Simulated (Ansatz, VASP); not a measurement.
**CdS: VASP beside Ansatz**

INCAR

```
SYSTEM = CdS
  ALGO = Normal
  EDIFF = 1E-8
  ENCUT = 520
  GGA = PS
  ISIF = 2
  ISMEAR = -1
  LASPH = .True.
  LCHARG = .False.
  LEFG = .True.
  LREAL = .False.
  LWAVE = .False.
  NBANDS = 16
  NELM = 100
  PREC = Accurate
  SIGMA = 0.03
```

File KPOINTS:

```
k-points
0
Gamma
  7 7 7
  0 0 0
```

Contents of POSCAR:

```
CdS
1.0
    0.0000000000      2.9165000000      2.9165000000
    2.9165000000      0.0000000000      2.9165000000
    2.9165000000      2.9165000000      0.0000000000
Cd S
1 1
Direct
    0.0000000000      0.0000000000      0.0000000000
    0.2500000000      0.2500000000      0.2500000000
```

Input for Ansatz:

```yaml
crystal:
  lattice:
    - [0.0, 2.9165, 2.9165]
    - [2.9165, 0.0, 2.9165]
    - [2.9165, 2.9165, 0.0]
  atoms:
    - { symbol: Cd, position: [0.0, 0.0, 0.0] }
    - { symbol: S, position: [0.25, 0.25, 0.25] }
kpoints:
  mp_grid: { grid: [7, 7, 7] }
scf:
  occupations: { method: fermi_dirac, width: 0.03 }
hamiltonian:
  xc: pbesol
  pseudopotentials: { kind: paw }
output:
  forces: true
  stress: true
  eigenvalues: true
  efg: { contact_densities: true }
  populations: true
```

Change from the starting cell: shortest bond scaled by 1, PAW files.

Alike in both runs: task electric field gradients; functional PBEsol; k mesh 7 × 7 × 7; occupations fermi-dirac, width 0.03 eV; no spin polarisation.

```csv
,VASP,Ansatz
version,VASP 6.6.1,Ansatz 0.2.0
potentials or method,"VASP PAW PBE potentials, release 64 (Cd, S)","PAW with Ansatz's default frozen-core files, scalar-relativistic"
plane-wave cutoff (eV),520,420
valence electrons in the cell,18,26
```

|  | VASP | Ansatz | Ansatz less VASP |
| --- | --- | --- | --- |
| pressure (GPa) | 0.1 | -0.3 | -0.39 |

VASP's potentials were made for PBE, not for PBEsol. With one functional, cell and mesh, what is left measures potentials, basis and numerics. VASP's potentials hold 18 valence electrons a cell and Ansatz's 26, so a difference there can come from the potentials and not from the codes.
